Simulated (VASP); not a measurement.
# Be2Cd (P4_2/mnm) in VASP: further runs

Be2Cd is run at these levels: PBE; tasks: single point, relaxation of cell and atoms.

All numbers are computed with VASP 6.6.1; they aren't measurements. Logs are shortened: lines on timing, memory, paths and dates and some standing lists are left out, and cuts for length are marked.

### Step 1. The cell of the first run

Symmetry: P4_2/mnm, No. 136, tetragonal system. Conventional cell: a = 4.799 Å, b = 4.799 Å, c = 4.436 Å, α = 90.00°, β = 90.00°, γ = 90.00°. Be (site symmetry m2m) has 1 Be at 2.06 Å and 3 Cd at 2.36 to 2.45 Å within 2.7 Å. Cd (site symmetry mmm) has 6 Be at 2.36 to 2.45 Å within 3.1 Å.

### Step 2. Single point, PBE

File INCAR:

```
ALGO = Fast
EDIFF = 1E-7
ENCUT = 520
GGA = PE
ISIF = 2
ISMEAR = 0
LASPH = T
LCHARG = F
LREAL = F
LWAVE = F
NBANDS = 25
NELM = 100
PREC = Accurate
SIGMA = 0.1
```

File KPOINTS:

```
k-points
0
Gamma
  8 8 8
```

File POSCAR:

```
Be2Cd
1.0
    4.7989254151      0.0000000000      0.0000000000
    0.0000000000      4.7989254151      0.0000000000
    0.0000000000      0.0000000000      4.4358807947
Be Cd
4 2
Direct
    0.3479645189      0.3479645189      0.0000000000
    0.1520354811      0.8479645189      0.5000000000
    0.6520354811      0.6520354811      0.0000000000
    0.8479645189      0.1520354811      0.5000000000
    0.0000000000      0.0000000000      0.0000000000
    0.5000000000      0.5000000000      0.5000000000
```

Potentials or basis: VASP PAW PBE potentials, release 64 (Be, Cd).

Launch:

```
$ cat potpaw_PBE.64/Be/POTCAR potpaw_PBE.64/Cd/POTCAR > POTCAR
$ mpirun -np 1 vasp_std > vasp.out
```

OUTCAR:

```text
EDIFF = 1E-7
   ENCUT = 520
   GGA = PE
   ISIF = 2
   ISMEAR = 0
   LASPH = T
   LREAL = F
   NELM = 100
   PREC = Accurate

 ion  position               nearest neighbor table
   1  0.348  0.348  0.000-   3 2.06   5 2.36   6 2.45   6 2.45
   2  0.152  0.848  0.500-   4 2.06   6 2.36   5 2.45   5 2.45
   3  0.652  0.652  0.000-   1 2.06   5 2.36   6 2.45   6 2.45
   4  0.848  0.152  0.500-   2 2.06   6 2.36   5 2.45   5 2.45
   5  0.000  0.000  0.000-   1 2.36   3 2.36   2 2.45   4 2.45   2 2.45   4 2.45
   6  0.500  0.500  0.500-   2 2.36   4 2.36   3 2.45   1 2.45   1 2.45   3 2.45

  LATTYP: Found a simple tetragonal cell.
 ALAT       =     4.7989254151
 C/A-ratio  =     0.9243487679

  Lattice vectors:

 A1 = (   4.7989254151,   0.0000000000,   0.0000000000)
 A2 = (   0.0000000000,   4.7989254151,   0.0000000000)
 A3 = (   0.0000000000,   0.0000000000,   4.4358807947)

Analysis of symmetry for initial positions (statically):
=====================================================================
 Subroutine PRICEL returns:
 Original cell was already a primitive cell.

 Routine SETGRP: Setting up the symmetry group for a
 simple tetragonal supercell.

 Subroutine GETGRP returns: Found 16 space group operations
 (whereof  8 operations were pure point group operations)
 out of a pool of 16 trial point group operations.

The static configuration has the point symmetry D_2h.
 The point group associated with its full space group is D_4h.

Analysis of symmetry for dynamics (positions and initial velocities):
=====================================================================
 Subroutine PRICEL returns:
 Original cell was already a primitive cell.

 Routine SETGRP: Setting up the symmetry group for a
 simple tetragonal supercell.

 Subroutine GETGRP returns: Found 16 space group operations
 (whereof  8 operations were pure point group operations)
 out of a pool of 16 trial point group operations.

The dynamic configuration has the point symmetry D_2h.
 The point group associated with its full space group is D_4h.

 Subroutine INISYM returns: Found 16 space group operations
 (whereof  8 operations are pure point group operations),
 and found     1 'primitive' translations

----------------------------------------------------------------------------------------

                                     Primitive cell

  volume of cell :     102.1569

  direct lattice vectors                    reciprocal lattice vectors
     4.798925415  0.000000000  0.000000000     0.208379984  0.000000000  0.000000000
     0.000000000  4.798925415  0.000000000     0.000000000  0.208379984  0.000000000
     0.000000000  0.000000000  4.435880795     0.000000000  0.000000000  0.225434372

  length of vectors
     4.798925415  4.798925415  4.435880795     0.208379984  0.208379984  0.225434372

  position of ions in fractional coordinates (direct lattice)
     0.347964519  0.347964519  0.000000000
     0.152035481  0.847964519  0.500000000
     0.652035481  0.652035481  0.000000000
     0.847964519  0.152035481  0.500000000
     0.000000000  0.000000000  0.000000000
     0.500000000  0.500000000  0.500000000

  ion indices of the primitive-cell ions
   primitive index   ion index
                 1           1
                 2           2
                 3           3
                 4           4
                 5           5
                 6           6

----------------------------------------------------------------------------------------

 KPOINTS: k-points

Automatic generation of k-mesh.
 Grid dimensions read from file:
 generate k-points for:    8    8    8

 Generating k-lattice:

  Cartesian coordinates                     Fractional coordinates (reciprocal lattice)
     0.026047498  0.000000000  0.000000000     0.125000000  0.000000000  0.000000000
     0.000000000  0.026047498  0.000000000     0.000000000  0.125000000  0.000000000
     0.000000000  0.000000000  0.028179296     0.000000000  0.000000000  0.125000000

  Length of vectors
     0.026047498  0.026047498  0.028179296

  Shift w.r.t. Gamma in fractional coordinates (k-lattice)
     0.000000000  0.000000000  0.000000000

 Subroutine IBZKPT returns following result:
 ===========================================

 Found     75 irreducible k-points:

 Following reciprocal coordinates:
            Coordinates               Weight
  0.000000  0.000000  0.000000      1.000000
  0.125000  0.000000  0.000000      4.000000
  0.250000  0.000000  0.000000      4.000000
  0.375000  0.000000  0.000000      4.000000
  0.500000  0.000000  0.000000      2.000000
  0.125000  0.125000  0.000000      4.000000
[... 16 lines left out ...]
  0.375000  0.125000  0.125000     16.000000
  0.500000  0.125000  0.125000      8.000000
 [... further k-points ...]
   k-points           NKPTS =     75   k-points in BZ     NKDIM =     75   number of bands    NBANDS=     25
[... 73 lines left out ...]

 k-point     1 :       0.0000    0.0000    0.0000
  band No.  band energies     occupation
      1      -7.1139      2.00000
      2      -6.9852      2.00000
      3      -6.7358      2.00000
      4      -6.7175      2.00000
      5      -6.7175      2.00000
      6      -6.6330      2.00000
[... 17 lines left out ...]
     24       7.6888      0.00000
     25       7.6889      0.00000

 k-point     2 :       0.1250    0.0000    0.0000
  band No.  band energies     occupation
      1      -7.1080      2.00000
      2      -6.9886      2.00000
      3      -6.7296      2.00000
      4      -6.7136      2.00000
      5      -6.7109      2.00000
      6      -6.6202      2.00000
[... 17 lines left out ...]
     24       7.7203      0.00000
     25       7.7212      0.00000

 k-point     3 :       0.2500    0.0000    0.0000
  band No.  band energies     occupation
      1      -7.0918      2.00000
      2      -6.9995      2.00000
      3      -6.7110      2.00000
      4      -6.7021      2.00000
      5      -6.6939      2.00000
      6      -6.5854      2.00000
[... 17 lines left out ...]
     24       7.8084      0.00000
     25       7.8194      0.00000

 k-point     4 :       0.3750    0.0000    0.0000
  band No.  band energies     occupation
      1      -7.0684      2.00000
      2      -7.0181      2.00000
      3      -6.6852      2.00000
      4      -6.6812      2.00000
      5      -6.6757      2.00000
      6      -6.6025      2.00000
[... 17 lines left out ...]
     24       7.9151      0.00000
     25       7.9358      0.00000

 k-point     5 :       0.5000    0.0000    0.0000
  band No.  band energies     occupation
      1      -7.0423      2.00000
      2      -7.0423      2.00000
      3      -6.6718      2.00000
      4      -6.6718      2.00000
      5      -6.6429      2.00000
      6      -6.6429      2.00000
[... 17 lines left out ...]
     24       7.9769      0.00000
     25       8.5855      0.00000

 k-point     6 :       0.1250    0.1250    0.0000
  band No.  band energies     occupation
      1      -7.1030      2.00000
      2      -6.9928      2.00000
      3      -6.7240      2.00000
      4      -6.7236      2.00000
      5      -6.6929      2.00000
      6      -6.6076      2.00000
[... 17 lines left out ...]
     24       7.3871      0.00000
     25       8.0283      0.00000
[... 393 lines left out ...]
 k-point    21 :       0.1250    0.1250    0.1250
  band No.  band energies     occupation
      1      -7.0756      2.00000
      2      -6.9649      2.00000
      3      -6.7229      2.00000
      4      -6.7189      2.00000
      5      -6.6780      2.00000
      6      -6.6004      2.00000
[... 17 lines left out ...]
     24       8.0307      0.00000
     25       8.0926      0.00000

 k-point    22 :       0.2500    0.1250    0.1250
  band No.  band energies     occupation
      1      -7.0626      2.00000
      2      -6.9783      2.00000
      3      -6.7266      2.00000
      4      -6.7093      2.00000
      5      -6.6605      2.00000
      6      -6.5717      2.00000
[... 17 lines left out ...]
     24       7.8426      0.00000
     25       8.0713      0.00000

 k-point    23 :       0.3750    0.1250    0.1250
  band No.  band energies     occupation
      1      -7.0434      2.00000
      2      -6.9980      2.00000
      3      -6.7236      2.00000
      4      -6.7011      2.00000
      5      -6.6453      2.00000
      6      -6.5836      2.00000
[... 17 lines left out ...]
     24       7.6911      0.00000
     25       8.0364      0.00000

 k-point    24 :       0.5000    0.1250    0.1250
  band No.  band energies     occupation
      1      -7.0208      2.00000
      2      -7.0208      2.00000
      3      -6.7111      2.00000
      4      -6.7111      2.00000
      5      -6.6174      2.00000
      6      -6.6174      2.00000
[... 17 lines left out ...]
     24       7.5630      0.00000
     25       8.6390      0.00000

 [... further k-points ...]
[... 5 lines left out ...]
  --------------------------------------------------------------------------------------
  -------------------------------------------------------------------------------------
  Total        0.0908685      0.0908685      0.1494762      0.0000000      0.0000000      0.0000000
  in kB        1.4251353      1.4251353      2.3443078      0.0000000      0.0000000      0.0000000
  external PRESSURE =       1.7315262 kB  Pullay stress =       0.0000000 kB

 VOLUME and BASIS-vectors are now :
 -----------------------------------------------------------------------------
  energy-cutoff  :      520.00
  volume of cell :      102.16
      direct lattice vectors                 reciprocal lattice vectors
     4.798925415  0.000000000  0.000000000     0.208379984  0.000000000  0.000000000
     0.000000000  4.798925415  0.000000000     0.000000000  0.208379984  0.000000000
     0.000000000  0.000000000  4.435880795     0.000000000  0.000000000  0.225434372

 POSITION                                       TOTAL-FORCE (eV/Angst)
 -----------------------------------------------------------------------------------
      1.66986      1.66986      0.00000        -0.007099     -0.007099      0.000000
      0.72961      4.06932      2.21794         0.007099     -0.007099     -0.000000
      3.12907      3.12907      0.00000         0.007099      0.007099     -0.000000
      4.06932      0.72961      2.21794        -0.007099      0.007099     -0.000000
      0.00000      0.00000      0.00000         0.000000     -0.000000     -0.000000
      2.39946      2.39946      2.21794         0.000000     -0.000000     -0.000000
 -----------------------------------------------------------------------------------
    total drift:                                0.000000      0.000000      0.000000

  FREE ENERGIE OF THE ION-ELECTRON SYSTEM (eV)
  ---------------------------------------------------
  free  energy   TOTEN  =       -11.1341760436 eV

  energy  without entropy=      -11.1279964002  energy(sigma->0) =      -11.13108622
```

It took 3.4 min on 1 thread of Intel Xeon Platinum 8375C at 2.90GHz (Ice Lake), shared host; peak memory 0.31 GiB.

Results:

```
Free energy            : -11.1342 eV
Pressure               : 0.2 GPa
Largest force          : 0.010 eV/Å
Band gap on the k mesh : zero (bands 16 and 17 overlap by 2.95 eV)
```

Forces on the atoms (eV/Å):
```
Be  -0.007 -0.007  0.000
Be   0.007 -0.007  0.000
Be   0.007  0.007  0.000
Be  -0.007  0.007  0.000
Cd   0.000  0.000  0.000
Cd   0.000  0.000  0.000
```

### Step 3. Relaxation of cell and atoms, PBE

This run uses another cell than the first one, of 13.83 Å³/atom.

File INCAR:

```
ALGO = Normal
EDIFF = 1E-7
EDIFFG = -0.04
ENCUT = 600
GGA = PE
IBRION = 2
ISIF = 3
ISMEAR = 0
LASPH = True
LCHARG = False
LREAL = False
LWAVE = False
NELM = 100
NSW = 90
PREC = Accurate
SIGMA = 0.1
```

File KPOINTS:

```
k-points
0
Gamma
  4 4 6
```

File POSCAR:

```
Be2Cd
1.0
    5.0503085745      0.0000000000      0.0000000000
    0.0000000000      5.0503085745      0.0000000000
    0.0000000000      0.0000000000      3.2529088098
Be Cd
4 2
Direct
    0.3060000000      0.3060000000      0.0000000000
    0.1940000000      0.8060000000      0.5000000000
    0.6940000000      0.6940000000      0.0000000000
    0.8060000000      0.1940000000      0.5000000000
    0.0000000000      0.0000000000      0.0000000000
    0.5000000000      0.5000000000      0.5000000000
```

Potentials or basis: VASP PAW PBE potentials, release 64 (Be, Cd).

Launch:

```
$ cat potpaw_PBE.64/Be/POTCAR potpaw_PBE.64/Cd/POTCAR > POTCAR
$ mpirun -np 1 vasp_std > vasp.out
```

Run time: 15 min. Hardware: 1 thread of Intel Xeon Platinum 8375C at 2.90GHz (Ice Lake), shared host; peak memory 0.23 GiB.

It converged, with:

```
Free energy                           : -11.1035 eV
Relaxed volume                        : 17.06 Å³/atom
Relaxed cell                          : a = 4.803 Å, b = 4.803 Å, c = 4.438 Å, α = 90.00°, β = 90.00°, γ = 90.00°
Space group after relaxing (to 0.1 Å) : P4_2/mnm (No. 136)
Energy gained by relaxing             : 705.8 meV/atom
Ionic steps                           : 28
Pressure after relaxing               : 0.1 GPa
Largest force after relaxing          : 0.009 eV/Å
Band gap on the k mesh                : zero (bands 16 and 17 overlap by 2.94 eV)
```

Forces in eV/Å, atoms in the order of the input:
```
Be   0.006  0.006  0.000
Be  -0.006  0.006  0.000
Be  -0.006 -0.006  0.000
Be   0.006 -0.006  0.000
Cd   0.000  0.000  0.000
Cd   0.000  0.000  0.000
```

Stress tensor (GPa, compression positive):
```
 0.24  0.00  0.00
 0.00  0.24  0.00
 0.00  0.00 -0.21
```

Step by step:
| step | energy change (eV) | largest force (eV/Å) | pressure (GPa) | volume (Å³) |
| --- | --- | --- | --- | --- |
| 1 | 0.0000 | 1.0092 | 29.76 | 82.97 |
| 2 | -2.2250 | 0.3209 | -1.56 | 117.70 |
| 3 | -2.2516 | 0.2529 | 0.52 | 112.27 |
| 4 | -2.2525 | 0.2668 | 0.12 | 113.19 |
| 5 | -2.2656 | 0.2129 | -0.05 | 113.56 |
| 6 | -2.2918 | 0.0571 | -0.59 | 114.69 |
| 7 | -2.2940 | 0.1362 | -1.34 | 116.95 |
| 8 | -2.2971 | 0.1298 | -1.34 | 116.99 |
| 9 | -2.3082 | 0.1093 | -1.36 | 117.09 |
| 10 | -2.3383 | 0.0638 | -1.39 | 117.30 |
| 11 | -2.4281 | 0.0138 | -1.52 | 117.71 |
| 12 | -2.6481 | 0.0089 | -2.02 | 118.46 |
| 13 | -3.1418 | 0.0004 | -3.06 | 119.77 |
| 14 | -2.8071 | 3.0152 | -1.59 | 121.60 |
| 15 | -3.3454 | 0.2977 | -3.34 | 120.36 |
| 16 | -3.4089 | 0.7108 | -3.32 | 120.82 |
| 17 | -3.4504 | 1.0699 | -3.33 | 120.50 |
| 18 | -3.4505 | 1.0587 | -3.33 | 120.51 |
| 19 | -3.5168 | 1.0193 | -3.40 | 119.74 |
| 20 | -3.7030 | 0.9081 | -3.54 | 117.44 |
| 21 | -4.0052 | 0.6339 | -3.40 | 112.86 |
| 22 | -4.1558 | 0.2969 | -1.02 | 103.82 |
| 23 | -4.1904 | 0.1054 | -2.22 | 106.98 |
| 24 | -4.1924 | 0.0453 | -2.06 | 106.46 |
| 25 | -4.2224 | 0.0096 | -1.04 | 104.38 |
| 26 | -4.2337 | 0.0225 | 0.05 | 102.37 |
| 27 | -4.2338 | 0.0257 | 0.18 | 102.16 |
| 28 | -4.2349 | 0.0086 | 0.09 | 102.39 |

Final structure:
```
Be Cd
1.0
     4.80308    0.00000    0.00000
     0.00000    4.80308    0.00000
     0.00000    0.00000    4.43817
Be Cd
4 2
Direct
  0.34830 0.34830 0.00000
  0.15170 0.84830 0.50000
  0.65170 0.65170 0.00000
  0.84830 0.15170 0.50000
  0.00000 0.00000 0.00000
  0.50000 0.50000 0.50000
```

Levels at points of the mesh, in eV from the Fermi level:
```tsv
k point	band 13	band 14	band 15	band 16	band 17	band 18	band 19	band 20
(0.00, 0.00, 0.00)	-1.77	-1.65	-1.65	0.94	1.08	2.24	2.49	3.67
(0.50, 0.00, 0.00)	-0.80	-0.80	-0.19	-0.19	0.89	0.89	2.13	2.13
(0.50, 0.50, 0.00)	-3.85	-3.85	0.16	0.16	2.54	2.54	2.73	2.73
(0.00, 0.00, 0.50)	-2.20	-2.20	-0.06	-0.06	0.82	0.82	2.44	2.44
(0.50, 0.00, 0.50)	-4.58	-4.58	-0.10	-0.10	1.57	1.57	2.29	2.29
(0.50, 0.50, 0.50)	-3.68	-3.68	-1.86	-1.86	-1.66	-1.66	5.10	5.10
```

Caveat: the volume moved by over 15 % at a fixed basis, so the end points are rough.

### Step 4. Relaxation of cell and atoms, PBE

This run uses another cell than the first one, of 17.09 Å³/atom.

File INCAR:

```
  ALGO = Fast
  EDIFF = 1E-6
  EDIFFG = -0.01
  ENCUT = 600
  GGA = PE
  IBRION = 2
  ISIF = 3
  ISMEAR = 0
  LASPH = T
  LCHARG = F
  LREAL = F
  LWAVE = F
  NELM = 60
  NSW = 100
  PREC = Accurate
  SIGMA = 0.1
```

File KPOINTS:

```
k-points
0
Gamma
  8 8 8
```

File POSCAR:

```
Be2Cd
1.0
    4.8081207431      0.0000000000      0.0000000000
    0.0000000000      4.8081207431      0.0000000000
    0.0000000000      0.0000000000      4.4362636325
Be Cd
4 2
Direct
    0.3483863735      0.3483863735      0.0000000000
    0.1516136265      0.8483863735      0.5000000000
    0.6516136265      0.6516136265      0.0000000000
    0.8483863735      0.1516136265      0.5000000000
    0.0000000000      0.0000000000      0.0000000000
    0.5000000000      0.5000000000      0.5000000000
```

Launch:

```
$ cat potpaw_PBE.64/Be/POTCAR potpaw_PBE.64/Cd/POTCAR > POTCAR
$ mpirun -np 1 vasp_std > vasp.out
```

Wall time 3.4 min (1 thread of Intel Xeon Platinum 8124M at 3.00GHz (Skylake/Cascade Lake), shared host); peak memory 0.36 GiB.

It converged, with:

| Quantity | Value |
| --- | --- |
| Free energy | -11.1337 eV |
| Relaxed volume | 17.08 Å³/atom |
| Relaxed cell | a = 4.803 Å, b = 4.803 Å, c = 4.442 Å, α = 90.00°, β = 90.00°, γ = 90.00° |
| Space group after relaxing (to 0.1 Å) | P4_2/mnm (No. 136) |
| Energy gained by relaxing | 0.1 meV/atom |
| Ionic steps | 3 |
| Pressure after relaxing | -0.1 GPa |
| Largest force after relaxing | 0.008 eV/Å |
| Band gap on the k mesh | zero (bands 16 and 17 overlap by 2.92 eV) |

Forces on the atoms (eV/Å):
```
Be  -0.005 -0.005  0.000
Be   0.005 -0.005  0.000
Be   0.005  0.005  0.000
Be  -0.005  0.005  0.000
Cd   0.000  0.000  0.000
Cd   0.000  0.000  0.000
```

Step by step:
```
step  energy change (eV)  largest force (eV/Å)  pressure (GPa)  volume (Å³)
   1              0.0000                0.0521           -0.05       102.56
   2             -0.0005                0.0102           -0.03       102.48
   3             -0.0005                0.0077           -0.05       102.47
```

Final structure:
```
CELL_PARAMETERS angstrom
4.80297 0.00000 0.00000
0.00000 4.80297 0.00000
0.00000 0.00000 4.44215
ATOMIC_POSITIONS crystal
Be 0.34799 0.34799 0.00000
Be 0.15201 0.84799 0.50000
Be 0.65201 0.65201 0.00000
Be 0.84799 0.15201 0.50000
Cd 0.00000 0.00000 0.00000
Cd 0.50000 0.50000 0.50000
```

Levels at points of the mesh, in eV from the Fermi level:
```
           k point  band 13  band 14  band 15  band 16  band 17  band 18  band 19  band 20
(0.00, 0.00, 0.00)    -1.90    -1.77    -1.77     0.82     0.94     2.11     2.36     3.55
(0.50, 0.00, 0.00)    -0.92    -0.92    -0.31    -0.31     0.76     0.76     2.00     2.00
(0.50, 0.50, 0.00)    -3.97    -3.97     0.03     0.03     2.40     2.40     2.60     2.60
(0.00, 0.00, 0.50)    -2.33    -2.33    -0.18    -0.18     0.70     0.70     2.31     2.31
(0.50, 0.00, 0.50)    -4.70    -4.70    -0.22    -0.22     1.44     1.44     2.17     2.17
(0.50, 0.50, 0.50)    -3.81    -3.81    -1.98    -1.98    -1.78    -1.78     4.98     4.98
```

### Step 5. Summary

| task | cell | k mesh | cutoff (eV) | gap on the mesh (eV) | pressure (GPa) | relaxed volume (Å³/atom) | largest force (eV/Å) |
| --- | --- | --- | --- | --- | --- | --- | --- |
| single point | a = 4.799, b = 4.799, c = 4.436 Å, 6 atoms, atomic positions A | 8 × 8 × 8 | 520 | none | 0.2 | - | 0.01 |
| relaxation of cell and atoms | relaxed from a = 5.050, b = 5.050, c = 3.253 Å, 6 atoms, atomic positions B | 4 × 4 × 6 | 600 | none | 0.1 | 17.06 | 0.01 |
| relaxation of cell and atoms | relaxed from a = 4.808, b = 4.808, c = 4.436 Å, 6 atoms, atomic positions C | 8 × 8 × 8 | 600 | none | -0.1 | 17.08 | 0.01 |

Alike in all rows: level PBE; potentials or basis VASP PAW PBE potentials, release 64 (Be, Cd); no spin polarisation; smearing gaussian 0.1 eV.

Caveats: the volume moved by over 15 % at a fixed basis, so the end points are rough (at least some runs).

Total energies depend on the potentials used, so only differences within one code and one set of settings carry meaning.
